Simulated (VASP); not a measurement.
## TiAl30 (a cell with a defect): single point with PBE

The system is TiAl30 (a cell with a defect).

```
Ti Al
1.0
     8.10000    0.00000    0.00000
     0.00000    8.10000    0.00000
     0.00000    0.00000    8.10000
Ti Al
1 30
Direct
  0.66228 0.84075 0.99998
  0.74480 0.23403 0.00000
  0.75344 0.00673 0.27231
  0.99118 0.99723 0.00001
  0.24883 0.25049 0.00001
  0.50335 0.50958 0.00000
  0.25290 0.00067 0.24326
  0.49851 0.24600 0.24275
  0.74959 0.50638 0.24025
  0.49375 0.00565 0.50000
  0.75075 0.25852 0.49990
  0.75365 0.00699 0.72731
  0.00138 0.49760 0.00001
  0.26573 0.75529 0.00001
  0.00193 0.25242 0.25141
  0.24772 0.49832 0.25007
  0.49394 0.74723 0.27084
  0.00908 0.99766 0.49990
  0.24946 0.25103 0.50007
  0.50115 0.49198 0.49991
  0.75567 0.74366 0.50000
  0.25288 0.00062 0.75669
  0.49856 0.24601 0.75721
  0.74953 0.50634 0.75967
  0.99230 0.74979 0.23959
  0.99930 0.50122 0.50008
  0.24258 0.74812 0.49993
  0.00192 0.25240 0.74864
  0.24772 0.49833 0.74997
  0.49370 0.74700 0.72882
  0.99227 0.74986 0.76038
```

```
Program                : VASP 6.6.1
Task                   : single point
Functional             : PBE
Potentials or basis    : VASP PAW PBE potentials, release 64 (Ti_sv, Al)
Cutoff                 : 520 eV
k mesh                 : 3 × 3 × 3
Occupations            : gaussian, width 0.15 eV
Spin                   : no spin polarisation
Dipole correction      : no
Further INCAR settings : LREAL = Auto; ALGO = Normal; EDIFF = 1e-06; NBANDS = 72
```

| Property | Result |
| --- | --- |
| Pressure | -1.2 GPa |
| Largest force | 0.697 eV/Å |
| Band gap on the k mesh | zero (bands 51 and 52 overlap by 0.19 eV) |

Forces on the atoms (eV/Å):
```
Ti   0.476 -0.509 -0.020
Al  -0.008 -0.020 -0.001
Al  -0.059  0.015 -0.022
Al   0.047  0.042 -0.001
Al  -0.004  0.003 -0.002
Al  -0.041 -0.045 -0.001
Al  -0.036  0.023  0.024
Al  -0.015  0.047  0.025
Al  -0.016  0.036 -0.021
Al  -0.009  0.018 -0.001
Al   0.006 -0.020 -0.002
Al  -0.065  0.004  0.040
Al  -0.002  0.004 -0.002
Al   0.014  0.007 -0.002
Al  -0.019  0.010  0.005
Al  -0.016  0.016  0.014
Al  -0.022  0.051 -0.012
Al  -0.036 -0.011 -0.002
Al  -0.034  0.031 -0.001
Al   0.024  0.019 -0.001
Al  -0.002  0.011  0.000
Al  -0.035  0.023 -0.024
Al  -0.017  0.047 -0.025
Al  -0.015  0.037  0.023
Al  -0.025  0.024 -0.017
Al  -0.026  0.022 -0.001
Al   0.004  0.006 -0.002
Al  -0.018  0.012 -0.006
Al  -0.017  0.014 -0.014
Al  -0.009  0.060  0.029
Al  -0.025  0.022  0.017
```

Stress tensor (GPa, compression positive):
```
-1.78 -0.43  0.00
-0.43 -1.82  0.00
 0.00  0.00  0.02
```

Levels at points of the mesh, in eV from the Fermi level:
| k point | band 47 | band 48 | band 49 | band 50 | band 51 | band 52 | band 53 | band 54 | band 55 | band 56 |
| --- | --- | --- | --- | --- | --- | --- | --- | --- | --- | --- |
| (0.00, 0.00, 0.00) | -0.51 | -0.47 | -0.23 | 0.12 | 0.14 | 0.17 | 0.32 | 0.33 | 0.47 | 0.61 |

Run time: 17 min on 1 thread of Intel Xeon 8259CL (shared host), peak memory 0.67 GiB.
